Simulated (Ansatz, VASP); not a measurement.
Be: VASP beside Ansatz

Contents of POSCAR:

```
Be
1.0
    0.0000000000      1.5364376489      1.5364376489
    1.5364376489      0.0000000000      1.5364376489
    1.5364376489      1.5364376489      0.0000000000
Be
1
Direct
    0.0000000000      0.0000000000      0.0000000000
```

INCAR.step1

```
SYSTEM = Be
PREC = Accurate ; ENCUT = 520
ISMEAR = -1 ; SIGMA = 0.1
LREAL = .FALSE. ; LASPH = .TRUE.
NELM = 80 ; NBANDS = 7
GGA = PE ; ALGO = Normal
EDIFF = 1E-4 ; LWAVE = .TRUE.
LCHARG = .FALSE.
```

The input INCAR.step2:

```
SYSTEM = Be
PREC = Accurate ; ENCUT = 520
EDIFF = 1E-6 ; ISMEAR = -1
SIGMA = 0.1 ; LREAL = .FALSE.
LASPH = .TRUE. ; NELM = 80
ALGO = Normal ; ISIF = 2
LWAVE = .FALSE. ; LCHARG = .FALSE.
METAGGA = R2SCAN ; LMIXTAU = .TRUE.
NBANDS = 7 ; ISTART = 1
```

File KPOINTS:

```
regular mesh
0
G
  19 19 19
  0 0 0
```

Input for Ansatz:

```yaml
crystal:
  lattice:
    - [0.0, 1.5364376489, 1.5364376489]
    - [1.5364376489, 0.0, 1.5364376489]
    - [1.5364376489, 1.5364376489, 0.0]
  atoms:
    - { symbol: Be, position: [0.0, 0.0, 0.0] }
hamiltonian:
  xc: r2scan
  pseudopotentials:
    kind: paw
    azcp:
      Be: "pseudopotentials/Be.paw.azcp"
basis:
  ecutwfc: 500
  fft_grid_basis: typed
kpoints:
  mp_grid: { grid: [19, 19, 19], shift: [0, 0, 0] }
magnetization:
  spin_polarized: false
scf:
  occupations: { method: fermi_dirac, width: 0.1 }
  lower_state_search: "off"
output:
  stress: true
```

Alike in both runs: task single point; functional r2SCAN; k mesh 19 × 19 × 19; occupations fermi-dirac, width 0.1 eV; no spin polarisation.

|  | VASP | Ansatz |
| --- | --- | --- |
| version | VASP 6.6.1 | Ansatz 0.2.0 |
| potentials or method | VASP PAW PBE potentials, release 64 (Be), cutoff 520 eV | plane waves (500 eV) with PAW, scalar-relativistic |
| valence electrons in the cell | 2 | 2 |

```csv
,VASP,Ansatz,Ansatz less VASP
pressure (GPa),11.8,11.6,-0.21
```

VASP's potentials were made for PBE, not for r2SCAN. The functional is the same, so the differences come from potentials, cutoffs and numerics.
